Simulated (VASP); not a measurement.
# Si: single point with LDA

The system is Si.

```xyz
1
Lattice="2.5766 0.0000 0.0000 -1.2883 2.2314 0.0000 0.0000 0.0000 2.4195" Properties=species:S:1:pos:R:3 pbc="T T T"
Si    0.0000    0.0000    0.0000
```

```yaml
Program: VASP 6.6.1
Task: single point
Functional: LDA
Potentials_or_basis: VASP PAW LDA potentials, release 64 (Si)
Cutoff: 520 eV
k_mesh: 13 × 13 × 12
Occupations: gaussian, width 0.15 eV
Spin: no spin polarisation
```

```
Pressure               : 6.1 GPa
Band gap on the k mesh : zero (band 2 reaches 17.95 eV, above the bottom of band 3 at 6.30 eV)
```

Stress tensor (GPa, compression positive):
```
4.62 0.00 0.00
0.00 4.62 0.00
0.00 0.00 9.13
```

Levels at points of the mesh, in eV from the Fermi level:
```
           k point  band 1  band 2  band 3  band 4  band 5
(0.00, 0.00, 0.00)  -14.59    7.56    8.36   10.74   10.74
(0.00, 0.00, 0.50)   -9.42   -7.56   14.57   14.57   15.27
```

It took 18 s on 1 thread of AMD EPYC 7R43 64-Core Processor (Zen 3), with other jobs on the host, peak memory 0.08 GiB.
